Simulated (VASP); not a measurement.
Wanted: the native input for a VASP 6.6.1 run.

```
Task                   : single point
Functional             : r2SCAN
Potentials or basis    : VASP PAW PBE potentials, release 64 (Al, Pt)
Cutoff                 : 520 eV
k mesh                 : 4 × 4 × 4
Occupations            : methfessel-paxton, width 0.2 eV
Spin                   : no spin polarisation
Dipole correction      : no
Further INCAR settings : ALGO = Normal; EDIFF = 1e-06; NBANDS = 14
```

AlPt:

```xyz
2
Lattice="3.0915 0.0000 0.0000 0.0000 3.0915 0.0000 0.0000 0.0000 3.0915" Properties=species:S:1:pos:R:3 pbc="T T T"
Al    0.0000    0.0250    0.0000
Pt    1.5458    1.5458    1.5458
```

One way to write it, as run:

POSCAR

```
AlPt
1.0
    3.0915500000      0.0000000000      0.0000000000
    0.0000000000      3.0915500000      0.0000000000
    0.0000000000      0.0000000000      3.0915500000
Al Pt
1 1
Direct
    0.0000000000      0.0080865585      0.0000000000
    0.5000000000      0.5000000000      0.5000000000
```

INCAR.step1

```
SYSTEM = AlPt
ALGO     = Normal         ! electronic algorithm
EDIFF    = 1E-4           ! SCF threshold, eV
ENCUT    = 520            ! plane-wave cutoff, eV
GGA      = PE             ! functional
ISMEAR   = 1              ! smearing method
LASPH    = .TRUE.         ! aspherical terms in the spheres
LCHARG   = .FALSE.        ! write CHGCAR
LREAL    = .FALSE.        ! projectors in reciprocal space
LWAVE    = .TRUE.         ! write WAVECAR
NBANDS   = 14             ! bands
NELM     = 60             ! most SCF steps
PREC     = Accurate       ! precision mode
SIGMA    = 0.2            ! smearing width, eV
```

INCAR.step2

```
SYSTEM = AlPt
ALGO     = Normal         ! electronic algorithm
EDIFF    = 1E-6           ! SCF threshold, eV
ENCUT    = 520            ! plane-wave cutoff, eV
ISIF     = 2              ! what is computed and relaxed
ISMEAR   = 1              ! smearing method
ISTART   = 1            
LASPH    = .TRUE.         ! aspherical terms in the spheres
LCHARG   = .FALSE.        ! write CHGCAR
LMIXTAU  = .TRUE.       
LREAL    = .FALSE.        ! projectors in reciprocal space
LWAVE    = .FALSE.        ! write WAVECAR
METAGGA  = R2SCAN         ! meta-GGA
NBANDS   = 14             ! bands
NELM     = 60             ! most SCF steps
PREC     = Accurate       ! precision mode
SIGMA    = 0.2            ! smearing width, eV
```

KPOINTS

```
k-points
0
G
  4 4 4
  0 0 0
```

Potentials or basis: VASP PAW PBE potentials, release 64 (Al, Pt).

Run with:

```console
$ cat potpaw_PBE.64/Al/POTCAR potpaw_PBE.64/Pt/POTCAR > POTCAR
$ cp INCAR.step1 INCAR
$ mpirun -np 1 vasp_std > vasp.out
$ cp INCAR.step2 INCAR
$ mpirun -np 1 vasp_std > vasp.out
```

Results of the run:

- Pressure: -4.7 GPa
- Largest force: 0.089 eV/Å

Caveat: the k points lie up to 0.51 Å⁻¹ apart; the PAW data sets were made with another functional, which shifts forces and pressure a little.

Wall time 44 s on 1 thread of AMD EPYC 7R13, with other jobs on the host, peak memory 0.11 GiB.
